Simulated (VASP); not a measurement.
Input of a VASP 6.6.1 run:

INCAR

```
PREC = Accurate
ENCUT = 520
EDIFF = 1E-6
ISMEAR = 0
SIGMA = 0.1
LREAL = False
LASPH = True
NELM = 80
ALGO = Normal
ISIF = 2
LWAVE = False
LCHARG = False
LDIPOL = True
IDIPOL = 3
DIPOL = 0.5 0.5 0.506
GGA = PE
IVDW = 12
NBANDS = 34
```

The input KPOINTS:

```
Automatic mesh
0
Gamma
  12 12 1
```

Contents of POSCAR:

```
HC11
1.0
    2.4655379961      0.0000000000      0.0000000000
   -1.2327689981      2.1341461166      0.0000000000
    0.0000000000      0.0000000000     33.6979673684
C H
11 1
Direct
    0.0833101797      0.1666203594      0.2522407333
    0.4166898203      0.8333796406      0.2522407333
    0.5833101797      0.1666203594      0.3531231674
    0.9166898203      0.8333796406      0.3531231674
    0.0832568230      0.1665136460      0.4540874483
    0.4167431770      0.8334863540      0.4540874483
    0.5832126463      0.1664252925      0.5544438381
    0.9167873537      0.8335747075      0.5544438381
    0.0834077919      0.1668155838      0.6552670141
    0.4165922081      0.8331844162      0.6552670141
    0.7500000000      0.5000000000      0.7476899602
    0.7500000000      0.5000000000      0.7810013063
```

Potentials or basis: VASP PAW PBE potentials, release 64 (C, H).

Run with:

```bash
$ cat potpaw_PBE.64/C/POTCAR potpaw_PBE.64/H/POTCAR > POTCAR
$ mpirun -np 1 vasp_std > vasp.out
```

(1) Predict the dispersion energy per atom.

(2) Predict the band gap on the k mesh.

(3) Estimate the largest force.

Results:

(1) -0.137 eV.

(2) zero (an odd number of electrons rules out a gap without spin polarisation).

(3) 0.033 eV/Å.
